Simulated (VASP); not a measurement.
# C (C2/m) in VASP: notebook, part 2 of 2

VASP 6.6.1. Earlier steps stand in the parts before.

### 5 Single point, PBE (atoms displaced along a vibrational mode)

The input, INCAR:

```
ALGO = Normal ; EDIFF = 1E-7
ENCUT = 520 ; GGA = PE
ISIF = 2 ; ISMEAR = 0
LASPH = True ; LCHARG = False
LREAL = False ; LWAVE = False
NBANDS = 16 ; NELM = 60
PREC = Accurate ; SIGMA = 0.15
```

The input, KPOINTS:

```
k-points
0
Gamma
  18 18 6
```

The input, POSCAR:

```
C
1.0
    1.2332770792     -2.1360444277      0.0000000000
    1.2332770792      2.1360444277      0.0000000000
    0.0000000000      0.0000000000      8.7070252276
C
4
Direct
    0.1632939663      0.8367060337      0.7993461864
    0.5033721990      0.4966278010      0.2006533882
    0.8367060337      0.1632939663      0.2006538136
    0.4966278010      0.5033721990      0.7993466118
```

Potentials or basis: VASP PAW PBE potentials, release 64 (C).

Command:

```
$ cat potpaw_PBE.64/C/POTCAR > POTCAR
$ mpirun -np 1 vasp_std > vasp.out
```

OUTCAR:

```text
EDIFF = 1E-7
   ENCUT = 520
   GGA = PE
   ISIF = 2
   ISMEAR = 0
   LASPH = True
   LREAL = False
   NELM = 60
   PREC = Accurate

 ion  position               nearest neighbor table
   1  0.163  0.837  0.799-   4 1.42   4 1.42   4 1.42
   2  0.503  0.497  0.201-   3 1.42   3 1.42   3 1.42
   3  0.837  0.163  0.201-   2 1.42   2 1.42   2 1.42
   4  0.497  0.503  0.799-   1 1.42   1 1.42   1 1.42

  LATTYP: Found a base centered orthorhombic cell.
 ALAT       =     2.4665541584
 B/A-ratio  =     1.7320069137
 C/A-ratio  =     3.5300361024

  Lattice vectors:

 A1 = (   1.2332770792,  -2.1360444277,   0.0000000000)
 A2 = (   1.2332770792,   2.1360444277,   0.0000000000)
 A3 = (   0.0000000000,   0.0000000000,   8.7070252276)

Analysis of symmetry for initial positions (statically):
=====================================================================
 Subroutine PRICEL returns:
 Original cell was already a primitive cell.

 Routine SETGRP: Setting up the symmetry group for a
 base centered orthorhombic supercell.

 Subroutine GETGRP returns: Found  4 space group operations
 (whereof  4 operations were pure point group operations)
 out of a pool of  8 trial point group operations.

The static configuration has the point symmetry C_2h.

Analysis of symmetry for dynamics (positions and initial velocities):
=====================================================================
 Subroutine PRICEL returns:
 Original cell was already a primitive cell.

 Routine SETGRP: Setting up the symmetry group for a
 base centered orthorhombic supercell.

 Subroutine GETGRP returns: Found  4 space group operations
 (whereof  4 operations were pure point group operations)
 out of a pool of  8 trial point group operations.

The dynamic configuration has the point symmetry C_2h.

 Subroutine INISYM returns: Found  4 space group operations
 (whereof  4 operations are pure point group operations),
 and found     1 'primitive' translations

----------------------------------------------------------------------------------------

                                     Primitive cell

  volume of cell :      45.8744

  direct lattice vectors                    reciprocal lattice vectors
     1.233277079 -2.136044428  0.000000000     0.405423897 -0.234077528  0.000000000
     1.233277079  2.136044428  0.000000000     0.405423897  0.234077528  0.000000000
     0.000000000  0.000000000  8.707025228     0.000000000  0.000000000  0.114849788

  length of vectors
     2.466507278  2.466507278  8.707025228     0.468146159  0.468146159  0.114849788

  position of ions in fractional coordinates (direct lattice)
     0.163293966  0.836706034  0.799346186
     0.503372199  0.496627801  0.200653388
     0.836706034  0.163293966  0.200653814
     0.496627801  0.503372199  0.799346612

  ion indices of the primitive-cell ions
   primitive index   ion index
                 1           1
                 2           2
                 3           3
                 4           4

----------------------------------------------------------------------------------------

 KPOINTS: k-points

Automatic generation of k-mesh.
 Grid dimensions read from file:
 generate k-points for:   18   18    6

 Generating k-lattice:

  Cartesian coordinates                     Fractional coordinates (reciprocal lattice)
     0.022523550 -0.013004307  0.000000000     0.055555556  0.000000000  0.000000000
     0.022523550  0.013004307  0.000000000     0.000000000  0.055555556  0.000000000
     0.000000000  0.000000000  0.019141631     0.000000000  0.000000000  0.166666667

  Length of vectors
     0.026008120  0.026008120  0.019141631

  Shift w.r.t. Gamma in fractional coordinates (k-lattice)
     0.000000000  0.000000000  0.000000000

 Subroutine IBZKPT returns following result:
 ===========================================

 Found    524 irreducible k-points:

 Following reciprocal coordinates:
            Coordinates               Weight
  0.000000  0.000000  0.000000      1.000000
  0.055556  0.000000  0.000000      4.000000
  0.111111  0.000000  0.000000      4.000000
  0.166667  0.000000  0.000000      4.000000
  0.222222  0.000000  0.000000      4.000000
  0.277778  0.000000  0.000000      4.000000
[... 16 lines left out ...]
 -0.277778  0.055556  0.000000      4.000000
 -0.222222  0.055556  0.000000      4.000000
 [... further k-points ...]
   k-points           NKPTS =    524   k-points in BZ     NKDIM =    524   number of bands    NBANDS=     16
   number of dos      NEDOS =    301   number of ions     NIONS =      4
   total plane-waves  NPLWV =  22680
   dimension x,y,z NGX =    18 NGY =   18 NGZ =   70
   dimension x,y,z NGXF=    36 NGYF=   36 NGZF=  140
   ions per type =               4
   NGX,Y,Z   is equivalent  to a cutoff of  12.13, 12.13, 13.37 a.u.
   NGXF,Y,Z  is equivalent  to a cutoff of  24.26, 24.26, 26.73 a.u.
 SYSTEM =  unknown system
   PREC   = accura    normal or accurate (medium, high low for compatibility)
   ISTART =      0    job   : 0-new  1-cont  2-samecut
   ICHARG =      2    charge: 1-file 2-atom 10-const
   ISPIN  =      1    spin polarized calculation?
   LNONCOLLINEAR =      F non collinear calculations
   LSORBIT =      F    spin-orbit coupling
   LASPH  =      T    aspherical Exc in radial PAW
   ENCUT  =  520.0 eV  38.22 Ry    6.18 a.u.   4.59  4.59 16.19*2*pi/ulx,y,z
   NELM   =     60;   NELMIN=  2; NELMDL= -5     # of ELM steps
   EDIFF  = 0.1E-06   stopping-criterion for ELM
   LREAL  =      F    real-space projection
   EDIFFG = 0.1E-05   stopping-criterion for IOM
   NSW    =      0    number of steps for IOM
   IBRION =     -1    ionic relax: 0-MD 1-quasi-New 2-CG
   NFREE  =      0    steps in history (QN), initial steepest desc. (CG)
   ISIF   =      2    stress and relaxation
   ISYM   =      2    0-nonsym 1-usesym 2-fastsym
   POTIM  = 0.5000    time-step for ionic-motion
   TEBEG  =    0.0;   TEEND  =   0.0 temperature during run
   PSTRESS=    0.0 pullay stress
   NELECT =      16.0000    total number of electrons
   NUPDOWN=      -1.0000    fix difference up-down
   EMIN   =  10.00;   EMAX   =-10.00  energy-range for DOS
   EFERMI =   0.00;   METHOD = LEGACY
   ISMEAR =     0;   SIGMA  =   0.15  broadening in eV -4-tet -1-fermi 0-gaus
   EFERMI_NEDOS =   21; number of points for ismear=-14 and -15
   IALGO  =     38    algorithm
   IMIX   =      4    mixing-type and parameters
     AMIX     =   0.40;   BMIX     =  1.00
     AMIX_MAG =   1.60;   BMIX_MAG =  1.00
  volume/ion in A,a.u.               =      11.47        77.39
  Fermi-wavevector in a.u.,A,eV,Ry     =   1.152368  2.177660 18.067889  1.327952
  Thomas-Fermi vector in A             =   2.289020
   LORBIT       =      0    0 simple, 1 ext, 2 COOP (PROOUT), +10 PAW based schemes
   GGA     = PE    functional components
   LHFCALC =     F    Hartree Fock is set to
   AEXX    =    0.0000 exact exchange contribution
   IVDW    =     0    specifies the selected vdW correction
   LEPSILON=     F    determine dielectric tensor
   LRPA    =     F    only Hartree local field effects (RPA)
 non-spin polarized calculation
 Gauss-broadening in eV      SIGMA  =   0.15
  energy-cutoff  :      520.00
  volume of cell :       45.87
 maximum number of plane-waves:      1260
   NGX =  9   NGY =  9   NGZ = 33

 number of electron      15.9999999 magnetization

 Free energy of the ion-electron system (eV)
  ---------------------------------------------------
  ext. energy  EPLUGINS =         0.00000000
  ---------------------------------------------------
  free energy    TOTEN  =       -36.88722118 eV

  energy without entropy =      -36.88613023  energy(sigma->0) =      -36.88667570

 E-fermi :   2.6334     XC(G=0):  -8.5464

 val. band max:        2.6275548921   @ k =   0.3333   0.3333   0.5000
 cond. band min:       2.6393391062   @ k =   0.3333   0.3333   0.0000
 fundamental gap:      0.0117842141
 Fermi energy:         2.6334407836

 k-point     1 :       0.0000    0.0000    0.0000
  band No.  band energies     occupation
      1     -16.9281      2.00000
      2     -16.8172      2.00000
      3      -5.3819      2.00000
      4      -4.5371      2.00000
      5      -0.4023      2.00000
      6      -0.4017      2.00000
[... 8 lines left out ...]
     15      11.2207      0.00000
     16      14.0278      0.00000
[... 419 lines left out ...]
 k-point    24 :      -0.2222    0.0556    0.0000
  band No.  band energies     occupation
      1     -15.9812      2.00000
      2     -15.8772      2.00000
      3      -4.2471      2.00000
      4      -3.4397      2.00000
      5      -3.4141      2.00000
      6      -3.3897      2.00000
[... 8 lines left out ...]
     15      12.4174      0.00000
     16      13.9666      0.00000

 [... further k-points ...]
[... 5 lines left out ...]
  --------------------------------------------------------------------------------------
  -------------------------------------------------------------------------------------
  Total        0.1282121      0.1308542      0.2114557      0.0000000      0.0019255      0.0000000
  in kB        4.4778422      4.5701207      7.3851500      0.0000000      0.0672474      0.0000000
  external PRESSURE =       5.4777043 kB  Pullay stress =       0.0000000 kB

 VOLUME and BASIS-vectors are now :
 -----------------------------------------------------------------------------
  energy-cutoff  :      520.00
  volume of cell :       45.87
      direct lattice vectors                 reciprocal lattice vectors
     1.233277079 -2.136044428  0.000000000     0.405423897 -0.234077528  0.000000000
     1.233277079  2.136044428  0.000000000     0.405423897  0.234077528  0.000000000
     0.000000000  0.000000000  8.707025228     0.000000000  0.000000000  0.114849788

 POSITION                                       TOTAL-FORCE (eV/Angst)
 -----------------------------------------------------------------------------------
      1.23328      1.43844      6.95993         0.000000      0.000033     -0.041482
      1.23328     -0.01441      1.74709         0.000000      0.000336      0.029201
      1.23328     -1.43844      1.74710         0.000000     -0.000033      0.041482
      1.23328      0.01441      6.95993         0.000000     -0.000336     -0.029201
 -----------------------------------------------------------------------------------
    total drift:                               -0.000000     -0.000000     -0.000000

  FREE ENERGIE OF THE ION-ELECTRON SYSTEM (eV)
  ---------------------------------------------------
  free  energy   TOTEN  =       -36.8872211813 eV

  energy  without entropy=      -36.8861302281  energy(sigma->0) =      -36.88667570
```

OSZICAR:

```text
N       E                     dE             d eps       ncg     rms          rms(c)
DAV:   1     0.460048767223E+02    0.46005E+02   -0.76211E+03 16824   0.892E+02
DAV:   2    -0.356843454356E+02   -0.81689E+02   -0.74088E+02 23600   0.193E+02
DAV:   3    -0.393020954144E+02   -0.36177E+01   -0.35929E+01 22152   0.393E+01
DAV:   4    -0.393442031816E+02   -0.42108E-01   -0.42069E-01 21968   0.508E+00
DAV:   5    -0.393451165728E+02   -0.91339E-03   -0.91321E-03 21728   0.709E-01    0.892E+00
DAV:   6    -0.375179178932E+02    0.18272E+01   -0.13301E+00 20280   0.688E+00    0.523E+00
DAV:   7    -0.368801353439E+02    0.63778E+00   -0.17031E+00 21288   0.786E+00    0.142E+00
DAV:   8    -0.368872943938E+02   -0.71590E-02   -0.74040E-02 21376   0.161E+00    0.230E-01
DAV:   9    -0.368869589997E+02    0.33539E-03   -0.20418E-03 21136   0.309E-01    0.131E-01
DAV:  10    -0.368873081199E+02   -0.34912E-03   -0.11855E-03 18936   0.211E-01    0.476E-02
DAV:  11    -0.368872223026E+02    0.85817E-04   -0.13792E-04 21808   0.893E-02    0.167E-02
DAV:  12    -0.368872220494E+02    0.25318E-06   -0.15486E-05 20368   0.312E-02    0.673E-03
DAV:  13    -0.368872211500E+02    0.89936E-06   -0.19718E-06 21656   0.106E-02    0.204E-03
DAV:  14    -0.368872209975E+02    0.15247E-06   -0.22591E-07 22448   0.311E-03    0.227E-03
DAV:  15    -0.368872211269E+02   -0.12939E-06   -0.14349E-08 17544   0.906E-04    0.469E-04
DAV:  16    -0.368872211813E+02   -0.54372E-07   -0.46914E-09 15232   0.554E-04
   1 F= -.36887221E+02 E0= -.36886676E+02  d E =-.109095E-02
```

It took 11 min on 1 thread of Intel Xeon 8259CL, shared host; peak memory 0.37 GiB.

Results:

```yaml
Free_energy: -36.8872 eV
Pressure: 0.5 GPa
Largest_force: 0.041 eV/Å
```

Forces on the atoms (eV/Å):
```
C    0.000  0.000 -0.041
C    0.000  0.000  0.029
C    0.000  0.000  0.041
C    0.000  0.000 -0.029
```

Caveat: the cell differs from its parent crystal (atoms displaced along a vibrational mode); this functional lacks dispersion, which binds the layers, so the pressure and a relaxed spacing across them are unreliable.

### 6 Single point, PBE

The input, INCAR:

```
  ALGO = Normal
  EDIFF = 1E-6
  ENCUT = 520
  GGA = PE
  ISIF = 2
  ISMEAR = 0
  LASPH = T
  LCHARG = F
  LREAL = F
  LWAVE = F
  NBANDS = 16
  NELM = 100
  PREC = Accurate
  SIGMA = 0.15
```

KPOINTS is that of step 5.

The input, POSCAR:

```
C
1.0
    1.2332770792     -2.1360444277      0.0000000000
    1.2332770792      2.1360444277      0.0000000000
    0.0000000000      0.0000000000      8.7070252276
C
4
Direct
    0.1832841016      0.8167158984      0.7699216176
    0.4833818924      0.5166181076      0.2300778506
    0.8167158984      0.1832841016      0.2300783824
    0.5166181076      0.4833818924      0.7699221494
```

Potentials or basis: VASP PAW PBE potentials, release 64 (C).

Command:

```
$ cat potpaw_PBE.64/C/POTCAR > POTCAR
$ mpirun -np 1 vasp_std > vasp.out
```

Wall time 8.2 min (1 thread of Intel Xeon 8259CL, shared host); peak memory 0.37 GiB.

It converged, with:

| Property | Result |
| --- | --- |
| Free energy | -36.9037 eV |
| Pressure | 0.4 GPa |
| Largest force | 0.006 eV/Å |

Forces in eV/Å, atoms in the order of the input:
```
C    0.000  0.000 -0.006
C    0.000  0.000  0.004
C    0.000  0.000  0.006
C    0.000  0.000 -0.004
```

Stress tensor (GPa, compression positive):
```
 0.52  0.00  0.00
 0.00  0.55 -0.01
 0.00 -0.01  0.01
```

Caveat: this functional lacks dispersion, which binds the layers, so the pressure and a relaxed spacing across them are unreliable.

### 7 The runs side by side

```tsv
cell	pressure (GPa)	largest force (eV/Å)
as given, atomic positions A	0.5	0.04
as given, atomic positions B	0.4	0.02
as given, atomic positions C	0.4	0.02
as given, atomic positions D	0.5	0.04
as given, atomic positions E	0.4	0.01
```

Alike in all rows: task single point; level PBE; potentials or basis VASP PAW PBE potentials, release 64 (C); no spin polarisation; k mesh 18 × 18 × 6; cutoff (eV) 520; smearing gaussian 0.15 eV.

Caveats: this functional lacks dispersion, which binds the layers, so the pressure and a relaxed spacing across them are unreliable.

Total energies depend on the potentials used, so only differences within one code and one set of settings carry meaning.
